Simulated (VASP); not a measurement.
# TaN (R-3m) in VASP: a series of runs

Runs on TaN. Level: PBE. Tasks: single point.

All numbers are computed with VASP 6.6.1; they aren't measurements. Logs are shortened: lines on timing, memory, paths and dates and some standing lists are left out, and cuts for length are marked.

### 1 The cell of the first run

Symmetry: R-3m, No. 166, trigonal system. Conventional cell: a = 3.273 Å, b = 3.273 Å, c = 6.684 Å, α = 90.00°, β = 90.00°, γ = 120.00°. Within 2.9 Å of Ta (site symmetry -3m) lie 6 N at 2.19 Å. N (site symmetry -3m) has 6 Ta at 2.19 Å within 2.9 Å.

### 2 Single point, PBE

INCAR

```
  PREC = Accurate
  ENCUT = 520
  EDIFF = 1E-6
  ISMEAR = 0
  SIGMA = 0.15
  LREAL = False
  LASPH = True
  NELM = 60
  ALGO = Normal
  ISIF = 2
  LWAVE = False
  LCHARG = False
  GGA = PE
  NBANDS = 15
```

KPOINTS

```
Automatic mesh
0
Gamma
  20 20 20
```

POSCAR

```
TaN
1.0
   -0.2567597797      2.0577815040      2.0577815040
    2.0577815040     -0.2567597797      2.0577815040
    2.0577815040      2.0577815040     -0.2567597797
Ta N
1 1
Direct
    0.5000000000      0.5000000000      0.5000000000
    0.0000000000      0.0000000000      0.0000000000
```

Potentials or basis: VASP PAW PBE potentials, release 64 (Ta_pv, N).

Launch:

```bash
> cat potpaw_PBE.64/Ta_pv/POTCAR potpaw_PBE.64/N/POTCAR > POTCAR
> mpirun -np 1 vasp_std > vasp.out
```

OUTCAR:

```text
PREC = Accurate
   ENCUT = 520
   EDIFF = 1E-6
   ISMEAR = 0
   LREAL = False
   LASPH = True
   NELM = 60
   ISIF = 2
   GGA = PE

 ion  position               nearest neighbor table
   1  0.500  0.500  0.500-   2 2.19   2 2.19   2 2.19   2 2.19   2 2.19   2 2.19
   2  0.000  0.000  0.000-   1 2.19   1 2.19   1 2.19   1 2.19   1 2.19   1 2.19

  LATTYP: Found a trigonal (rhomboedric) cell.
 ALAT       =     2.9214474188
 COS(alpha) =     0.3723266135

  Lattice vectors:

 A1 = (  -0.2567597797,   2.0577815040,   2.0577815040)
 A2 = (   2.0577815040,  -0.2567597797,   2.0577815040)
 A3 = (   2.0577815040,   2.0577815040,  -0.2567597797)

Analysis of symmetry for initial positions (statically):
=====================================================================
 Subroutine PRICEL returns:
 Original cell was already a primitive cell.

 Routine SETGRP: Setting up the symmetry group for a
 trigonal (rhombohedral) supercell.

 Subroutine GETGRP returns: Found 12 space group operations
 (whereof 12 operations were pure point group operations)
 out of a pool of 12 trial point group operations.

The static configuration has the point symmetry D_3d.

Analysis of symmetry for dynamics (positions and initial velocities):
=====================================================================
 Subroutine PRICEL returns:
 Original cell was already a primitive cell.

 Routine SETGRP: Setting up the symmetry group for a
 trigonal (rhombohedral) supercell.

 Subroutine GETGRP returns: Found 12 space group operations
 (whereof 12 operations were pure point group operations)
 out of a pool of 12 trial point group operations.

The dynamic configuration has the point symmetry D_3d.

 Subroutine INISYM returns: Found 12 space group operations
 (whereof 12 operations are pure point group operations),
 and found     1 'primitive' translations

----------------------------------------------------------------------------------------

                                     Primitive cell

  volume of cell :      20.6720

  direct lattice vectors                    reciprocal lattice vectors
    -0.256759780  2.057781504  2.057781504    -0.201651467  0.230399586  0.230399586
     2.057781504 -0.256759780  2.057781504     0.230399586 -0.201651467  0.230399586
     2.057781504  2.057781504 -0.256759780     0.230399586  0.230399586 -0.201651467

  length of vectors
     2.921447419  2.921447419  2.921447419     0.383185664  0.383185664  0.383185664

  position of ions in fractional coordinates (direct lattice)
     0.500000000  0.500000000  0.500000000
     0.000000000  0.000000000  0.000000000

  ion indices of the primitive-cell ions
   primitive index   ion index
                 1           1
                 2           2

----------------------------------------------------------------------------------------

 KPOINTS: Automatic mesh

Automatic generation of k-mesh.
 Grid dimensions read from file:
 generate k-points for:   20   20   20

 Generating k-lattice:

  Cartesian coordinates                     Fractional coordinates (reciprocal lattice)
    -0.010082573  0.011519979  0.011519979     0.050000000  0.000000000  0.000000000
     0.011519979 -0.010082573  0.011519979     0.000000000  0.050000000  0.000000000
     0.011519979  0.011519979 -0.010082573     0.000000000  0.000000000  0.050000000

  Length of vectors
     0.019159283  0.019159283  0.019159283

  Shift w.r.t. Gamma in fractional coordinates (k-lattice)
     0.000000000  0.000000000  0.000000000

 Subroutine IBZKPT returns following result:
 ===========================================

 Found    781 irreducible k-points:

 Following reciprocal coordinates:
            Coordinates               Weight
  0.000000  0.000000  0.000000      1.000000
  0.050000  0.000000  0.000000      6.000000
  0.100000 -0.000000 -0.000000      6.000000
  0.150000  0.000000 -0.000000      6.000000
  0.200000 -0.000000 -0.000000      6.000000
  0.250000 -0.000000 -0.000000      6.000000
[... 16 lines left out ...]
 -0.400000  0.050000  0.000000     12.000000
 -0.350000  0.050000 -0.000000     12.000000
 [... further k-points ...]
   k-points           NKPTS =    781   k-points in BZ     NKDIM =    781   number of bands    NBANDS=     15
   number of dos      NEDOS =    301   number of ions     NIONS =      2
   total plane-waves  NPLWV =  13824
   dimension x,y,z NGX =    24 NGY =   24 NGZ =   24
   dimension x,y,z NGXF=    48 NGYF=   48 NGZF=   48
   ions per type =               1   1
   NGX,Y,Z   is equivalent  to a cutoff of  13.66, 13.66, 13.66 a.u.
   NGXF,Y,Z  is equivalent  to a cutoff of  27.31, 27.31, 27.31 a.u.
 SYSTEM =  unknown system
   PREC   = accura    normal or accurate (medium, high low for compatibility)
   ISTART =      0    job   : 0-new  1-cont  2-samecut
   ICHARG =      2    charge: 1-file 2-atom 10-const
   ISPIN  =      1    spin polarized calculation?
   LNONCOLLINEAR =      F non collinear calculations
   LSORBIT =      F    spin-orbit coupling
   LASPH  =      T    aspherical Exc in radial PAW
   ENCUT  =  520.0 eV  38.22 Ry    6.18 a.u.   5.43  5.43  5.43*2*pi/ulx,y,z
   NELM   =     60;   NELMIN=  2; NELMDL= -5     # of ELM steps
   EDIFF  = 0.1E-05   stopping-criterion for ELM
   LREAL  =      F    real-space projection
   EDIFFG = 0.1E-04   stopping-criterion for IOM
   NSW    =      0    number of steps for IOM
   IBRION =     -1    ionic relax: 0-MD 1-quasi-New 2-CG
   NFREE  =      0    steps in history (QN), initial steepest desc. (CG)
   ISIF   =      2    stress and relaxation
   ISYM   =      2    0-nonsym 1-usesym 2-fastsym
   POTIM  = 0.5000    time-step for ionic-motion
   TEBEG  =    0.0;   TEEND  =   0.0 temperature during run
   PSTRESS=    0.0 pullay stress
   NELECT =      16.0000    total number of electrons
   NUPDOWN=      -1.0000    fix difference up-down
   EMIN   =  10.00;   EMAX   =-10.00  energy-range for DOS
   EFERMI =   0.00;   METHOD = LEGACY
   ISMEAR =     0;   SIGMA  =   0.15  broadening in eV -4-tet -1-fermi 0-gaus
   EFERMI_NEDOS =   21; number of points for ismear=-14 and -15
   IALGO  =     38    algorithm
   IMIX   =      4    mixing-type and parameters
     AMIX     =   0.40;   BMIX     =  1.00
     AMIX_MAG =   1.60;   BMIX_MAG =  1.00
  volume/ion in A,a.u.               =      10.34        69.75
  Fermi-wavevector in a.u.,A,eV,Ry     =   1.503098  2.840444 30.739696  2.259304
  Thomas-Fermi vector in A             =   2.614253
   LORBIT       =      0    0 simple, 1 ext, 2 COOP (PROOUT), +10 PAW based schemes
   GGA     = PE    functional components
   LHFCALC =     F    Hartree Fock is set to
   AEXX    =    0.0000 exact exchange contribution
   IVDW    =     0    specifies the selected vdW correction
   LEPSILON=     F    determine dielectric tensor
   LRPA    =     F    only Hartree local field effects (RPA)
 non-spin polarized calculation
 Gauss-broadening in eV      SIGMA  =   0.15
  energy-cutoff  :      520.00
  volume of cell :       20.67
 maximum number of plane-waves:       569
 NGX is ok and might be reduce to    24

 number of electron      15.9999999 magnetization

 Free energy of the ion-electron system (eV)
  ---------------------------------------------------
  ext. energy  EPLUGINS =         0.00000000
  ---------------------------------------------------
  free energy    TOTEN  =       -21.54973866 eV

  energy without entropy =      -21.53968632  energy(sigma->0) =      -21.54471249

 E-fermi :   9.5891     XC(G=0): -13.5985

 val. band max:        9.5855898303   @ k =  -0.0500   0.1000   0.0500
 cond. band min:       9.5917993040   @ k =  -0.1000   0.5000   0.1000
 fundamental gap:      0.0062094738
 Fermi energy:         9.5890675221

 k-point     1 :       0.0000    0.0000    0.0000
  band No.  band energies     occupation
      1     -25.9679      2.00000
      2     -25.9679      2.00000
      3     -25.7034      2.00000
      4      -9.1604      2.00000
      5       5.8823      2.00000
      6       5.8823      2.00000
      7       6.4894      2.00000
      8       6.4894      2.00000
      9       6.6929      2.00000
     10       8.9967      2.00000
     11      10.3924      0.00000
     12      10.3924      0.00000
     13      12.8350      0.00000
     14      19.9140      0.00000
     15      22.2303      0.00000

 k-point     2 :       0.0500    0.0000    0.0000
  band No.  band energies     occupation
      1     -25.9872      2.00000
      2     -25.9677      2.00000
      3     -25.7118      2.00000
      4      -9.0995      2.00000
      5       5.4257      2.00000
      6       5.5545      2.00000
      7       6.3928      2.00000
      8       6.7119      2.00000
      9       6.9517      2.00000
     10       9.1084      1.99999
     11      10.6131      0.00000
     12      10.6136      0.00000
     13      12.9398      0.00000
     14      20.0671      0.00000
     15      22.2302      0.00000

 k-point     3 :       0.1000   -0.0000   -0.0000
  band No.  band energies     occupation
      1     -26.0467      2.00000
      2     -25.9668      2.00000
      3     -25.7316      2.00000
      4      -8.9209      2.00000
      5       4.6248      2.00000
      6       4.9730      2.00000
      7       6.0220      2.00000
      8       7.0433      2.00000
      9       7.4142      2.00000
     10       9.3655      1.96497
     11      11.1746      0.00000
     12      11.2075      0.00000
     13      13.2594      0.00000
     14      20.4993      0.00000
     15      22.2300      0.00000
[... 343 lines left out ...]
 k-point    23 :      -0.4000    0.0500    0.0000
  band No.  band energies     occupation
      1     -26.8008      2.00000
      2     -25.9740      2.00000
      3     -25.8372      2.00000
      4      -6.4142      2.00000
      5      -0.2628      2.00000
      6       2.1221      2.00000
      7       3.7057      2.00000
      8       9.6897      0.34253
      9      10.2260      0.00000
     10      12.4603      0.00000
     11      15.5675      0.00000
     12      16.3379      0.00000
     13      16.9248      0.00000
     14      21.0250      0.00000
     15      21.7590      0.00000

 k-point    24 :      -0.3500    0.0500   -0.0000
  band No.  band energies     occupation
      1     -26.7084      2.00000
      2     -25.9774      2.00000
      3     -25.8283      2.00000
      4      -6.7798      2.00000
      5       0.2576      2.00000
      6       2.3787      2.00000
      7       3.8386      2.00000
      8       9.3607      1.96871
      9      10.1443      0.00000
     10      11.5556      0.00000
     11      15.3636      0.00000
     12      15.8937      0.00000
     13      16.4278      0.00000
     14      21.1645      0.00000
     15      22.2456      0.00000

 [... further k-points ...]

------------------------ aborting loop because EDIFF is reached ----------------------------------------

  FORCE on cell =-STRESS in cart. coord.  units (eV):
  Direction    XX          YY          ZZ          XY          YZ          ZX
  --------------------------------------------------------------------------------------
  -------------------------------------------------------------------------------------
  Total        2.1465193      2.1465193      2.1465193      1.4038187      1.4038187      1.4038187
  in kB      166.3653501    166.3653501    166.3653501    108.8025588    108.8025588    108.8025588
  external PRESSURE =     166.3653501 kB  Pullay stress =       0.0000000 kB

 VOLUME and BASIS-vectors are now :
 -----------------------------------------------------------------------------
  energy-cutoff  :      520.00
  volume of cell :       20.67
      direct lattice vectors                 reciprocal lattice vectors
    -0.256759780  2.057781504  2.057781504    -0.201651467  0.230399586  0.230399586
     2.057781504 -0.256759780  2.057781504     0.230399586 -0.201651467  0.230399586
     2.057781504  2.057781504 -0.256759780     0.230399586  0.230399586 -0.201651467

 POSITION                                       TOTAL-FORCE (eV/Angst)
 -----------------------------------------------------------------------------------
      1.92940      1.92940      1.92940        -0.000000     -0.000000      0.000000
      0.00000      0.00000      0.00000         0.000000      0.000000     -0.000000
 -----------------------------------------------------------------------------------
    total drift:                                0.000000     -0.000000     -0.000000

  FREE ENERGIE OF THE ION-ELECTRON SYSTEM (eV)
  ---------------------------------------------------
  free  energy   TOTEN  =       -21.5497386586 eV

  energy  without entropy=      -21.5396863157  energy(sigma->0) =      -21.54471249
```

Run time: 1.9 min. Hardware: 1 thread of Intel Xeon Platinum 8259CL at 2.50GHz (Skylake/Cascade Lake), shared host; peak memory 0.35 GiB.

Results:

* Free energy: -21.5497 eV
* Pressure: 16.6 GPa
* Band gap on the k mesh: zero (band 8 reaches 12.49 eV, above the bottom of band 9 at 6.62 eV)

Caveat: spin-orbit coupling is left out, which moves the levels of the heavy elements.

### 3 Single point, PBE

This run uses another cell than the first one, of the same volume but with other edges.

INCAR

```
SYSTEM = TaN
  ALGO = Normal
  EDIFF = 1E-6
  ENCUT = 520
  GGA = PE
  ISIF = 2
  ISMEAR = 0
  LASPH = .TRUE.
  LCHARG = .FALSE.
  LREAL = .FALSE.
  LWAVE = .FALSE.
  NBANDS = 15
  NELM = 100
  PREC = Accurate
  SIGMA = 0.15
```

KPOINTS

```
k-points
0
G
  20 20 20
  0 0 0
```

POSCAR

```
TaN
1.0
   -0.1302332568      2.1151677224      2.1151677224
    2.1151677224     -0.1302332568      2.1151677224
    2.1151677224      2.1151677224     -0.1302332568
Ta N
1 1
Direct
    0.5000000000      0.5000000000      0.5000000000
    0.0000000000      0.0000000000      0.0000000000
```

Potentials or basis: VASP PAW PBE potentials, release 64 (Ta_pv, N).

Launch:

```bash
> cat potpaw_PBE.64/Ta_pv/POTCAR potpaw_PBE.64/N/POTCAR > POTCAR
> mpirun -np 1 vasp_std > vasp.out
```

OUTCAR:

```text
SYSTEM = TaN
   EDIFF = 1E-6
   ENCUT = 520
   GGA = PE
   ISIF = 2
   ISMEAR = 0
   LASPH = .TRUE.
   LREAL = .FALSE.
   NELM = 100
   PREC = Accurate

 ion  position               nearest neighbor table
   1  0.500  0.500  0.500-   2 2.18   2 2.18   2 2.18   2 2.18   2 2.18   2 2.18
   2  0.000  0.000  0.000-   1 2.18   1 2.18   1 2.18   1 2.18   1 2.18   1 2.18

  LATTYP: Found a trigonal (rhomboedric) cell.
 ALAT       =     2.9941325436
 COS(alpha) =     0.4375994043

  Lattice vectors:
[... 619 lines left out ...]

------------------------ aborting loop because EDIFF is reached ----------------------------------------

  FORCE on cell =-STRESS in cart. coord.  units (eV):
  Direction    XX          YY          ZZ          XY          YZ          ZX
  --------------------------------------------------------------------------------------
  -------------------------------------------------------------------------------------
  Total        2.0964055      2.0964055      2.0964055      0.6037852      0.6037852      0.6037852
  in kB      162.4812955    162.4812955    162.4812955     46.7961937     46.7961937     46.7961937
  external PRESSURE =     162.4812955 kB  Pullay stress =       0.0000000 kB

 VOLUME and BASIS-vectors are now :
 -----------------------------------------------------------------------------
  energy-cutoff  :      520.00
  volume of cell :       20.67
      direct lattice vectors                 reciprocal lattice vectors
    -0.130233257  2.115167722  2.115167722    -0.215604382  0.229750371  0.229750371
     2.115167722 -0.130233257  2.115167722     0.229750371 -0.215604382  0.229750371
     2.115167722  2.115167722 -0.130233257     0.229750371  0.229750371 -0.215604382

 POSITION                                       TOTAL-FORCE (eV/Angst)
 -----------------------------------------------------------------------------------
      2.05005      2.05005      2.05005         0.000000     -0.000000      0.000000
      0.00000      0.00000      0.00000        -0.000000      0.000000     -0.000000
 -----------------------------------------------------------------------------------
    total drift:                                0.000000     -0.000000     -0.000000

  FREE ENERGIE OF THE ION-ELECTRON SYSTEM (eV)
  ---------------------------------------------------
  free  energy   TOTEN  =       -21.7339197643 eV

  energy  without entropy=      -21.7254987772  energy(sigma->0) =      -21.72970927
```

stdout:

```text
POSCAR found type information on POSCAR TaN
 POSCAR found :  2 types and       2 ions
 scaLAPACK will be used
 LDA part: xc-table for (Slater+PW92), standard interpolation
 POSCAR, INCAR and KPOINTS ok, starting setup
 FFT: planning ... GRIDC
 FFT: planning ... GRID_SOFT
 FFT: planning ... GRID
 WAVECAR not read
 entering main loop
```

Run time: 2.7 min. Hardware: 1 thread of Intel Xeon Platinum 8259CL at 2.50GHz (Skylake/Cascade Lake), shared host; peak memory 0.35 GiB.

What came out:

| Quantity | Value |
| --- | --- |
| Free energy | -21.7339 eV |
| Pressure | 16.2 GPa |
| Band gap on the k mesh | zero (band 8 reaches 12.29 eV, above the bottom of band 9 at 7.12 eV) |

Caveat: spin-orbit coupling is left out, which moves the levels of the heavy elements.

### 4 Single point, PBE

This run uses another cell than the first one, of the same volume but with other edges.

INCAR

```
SYSTEM = TaN
  ALGO = Normal
  EDIFF = 1E-6
  ENCUT = 520
  GGA = PE
  ISIF = 2
  ISMEAR = 0
  LASPH = .True.
  LCHARG = .False.
  LREAL = .False.
  LWAVE = .False.
  NBANDS = 15
  NELM = 100
  PREC = Accurate
  SIGMA = 0.15
```

KPOINTS

```
k-points
0
Gamma
  20 20 20
  0 0 0
```

POSCAR

```
TaN
1.0
    0.1342583934      2.2474545120      2.2474545120
    2.2474545120      0.1342583934      2.2474545120
    2.2474545120      2.2474545120      0.1342583934
Ta N
1 1
Direct
    0.5000000000      0.5000000000      0.5000000000
    0.0000000000      0.0000000000      0.0000000000
```

Launch:

```bash
> cat potpaw_PBE.64/Ta_pv/POTCAR potpaw_PBE.64/N/POTCAR > POTCAR
> mpirun -np 1 vasp_std > vasp.out
```

It took 2.6 min on 1 thread of Intel Xeon Platinum 8259CL at 2.50GHz (Skylake/Cascade Lake), shared host; peak memory 0.35 GiB.

The run converged. Its results:

```
Free energy            : -21.7445 eV
Pressure               : 16.4 GPa
Band gap on the k mesh : zero (band 8 reaches 11.37 eV, above the bottom of band 9 at 8.08 eV)
```

Stress tensor (GPa, compression positive):
```
16.38 -3.36 -3.36
-3.36 16.38 -3.36
-3.36 -3.36 16.38
```

Levels at points of the mesh, in eV from the Fermi level:
```csv
k point,band 4,band 5,band 6,band 7,band 8,band 9,band 10,band 11,band 12,band 13
"(0.00, 0.00, 0.00)",-18.98,-4.13,-3.55,-3.55,-3.14,-1.69,-1.69,0.32,0.32,2.09
"(0.50, 0.00, 0.00)",-15.71,-10.46,-8.26,-7.33,0.67,3.01,3.20,3.98,7.86,8.21
"(0.50, 0.50, 0.00)",-17.67,-6.62,-5.58,-4.79,-4.32,2.15,3.46,4.03,4.77,7.62
"(0.50, 0.50, 0.50)",-15.99,-10.57,-7.05,-7.05,1.61,1.61,1.61,4.46,7.32,7.32
```

Caveat: spin-orbit coupling is left out, which moves the levels of the heavy elements.

### 5 The runs side by side

```tsv
cell	gap on the mesh (eV)	pressure (GPa)
a = 2.921 Å, angles 68.1°, 2 atoms	none	16.6
a = 2.994 Å, angles 64.0°, 2 atoms	none	16.2
a = 3.181 Å, angles 56.0°, 2 atoms	none	16.4
```

Alike in all rows: task single point; level PBE; potentials or basis VASP PAW PBE potentials, release 64 (Ta_pv, N); no spin polarisation; k mesh 20 × 20 × 20; cutoff (eV) 520; smearing gaussian 0.15 eV.

Caveats: spin-orbit coupling is left out, which moves the levels of the heavy elements.

Absolute energies hang on the potentials; compare differences alone.
